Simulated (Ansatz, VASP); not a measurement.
**Si2W: VASP beside Ansatz**

The input INCAR:

```
SYSTEM = Si2W
  ALGO = Normal
  EDIFF = 1E-7
  EDIFFG = -0.005
  ENCUT = 600
  GGA = PE
  IBRION = 2
  ISIF = 3
  ISMEAR = 0
  LASPH = .True.
  LCHARG = .False.
  LREAL = .False.
  LWAVE = .False.
  NELM = 80
  NSW = 100
  PREC = Accurate
  SIGMA = 0.1
```

KPOINTS

```
k-points
0
Gamma
  18 18 18
  0 0 0
```

Contents of POSCAR:

```
Si2W
1.0
   -1.6060005352      1.6060005352      3.9400013130
    1.6060005352     -1.6060005352      3.9400013130
    1.6060005352      1.6060005352     -3.9400013130
Si W
2 1
Direct
    0.3330000000      0.3330000000      0.0000000000
    0.6670000000      0.6670000000      0.0000000000
    0.0000000000      0.0000000000      0.0000000000
```

Input for Ansatz:

```yaml
crystal:
  lattice:
    - [-1.6060005352, 1.6060005352, 3.940001313]
    - [1.6060005352, -1.6060005352, 3.940001313]
    - [1.6060005352, 1.6060005352, -3.940001313]
  atoms:
    - { symbol: Si, position: [0.333, 0.333, 0.0] }
    - { symbol: Si, position: [0.667, 0.667, 0.0] }
    - { symbol: W, position: [0.0, 0.0, 0.0] }
basis:
  ecutwfc: 420
kpoints:
  mp_grid: { grid: [18, 18, 18] }
hamiltonian:
  xc: pbe
scf:
  occupations: { method: gaussian, width: 0.1 }
output:
  forces: true
  stress: true
  eigenvalues: true
  write_density: true
  write_potential: true
  elf: true
  volumetric_format: npy
relax:
  adjacent_minimum: "off"
  f_tol: 0.005
  max_steps: 80
  cell: { stress_tol: 0.05 }
```

Alike in both runs: task relaxation of cell and atoms; functional PBE; k mesh 18 × 18 × 18; occupations gaussian, width 0.1 eV; no spin polarisation.

|  | VASP | Ansatz |
| --- | --- | --- |
| version | VASP 6.6.1 | Ansatz 0.2.0 |
| potentials or method | VASP PAW PBE potentials, release 64 (Si, W_sv), cutoff 600 eV | scalar-relativistic, plane waves, PAW |
| valence electrons in the cell | 22 | 22 |

|  | VASP | Ansatz | Ansatz less VASP |
| --- | --- | --- | --- |
| gap on the k mesh at the Fermi level, each at its own relaxed structure (eV) | none | none | - |
| relaxed volume (Å³/atom) | 13.68 | 13.67 | -0.008 |
| relaxed length of the cell vector where the two differ most in proportion (Å) | 4.549 | 4.548 | -0.0005 |

A gap of «none» marks a metal or a gap that the smearing closes.

Neither program's run includes spin-orbit coupling.
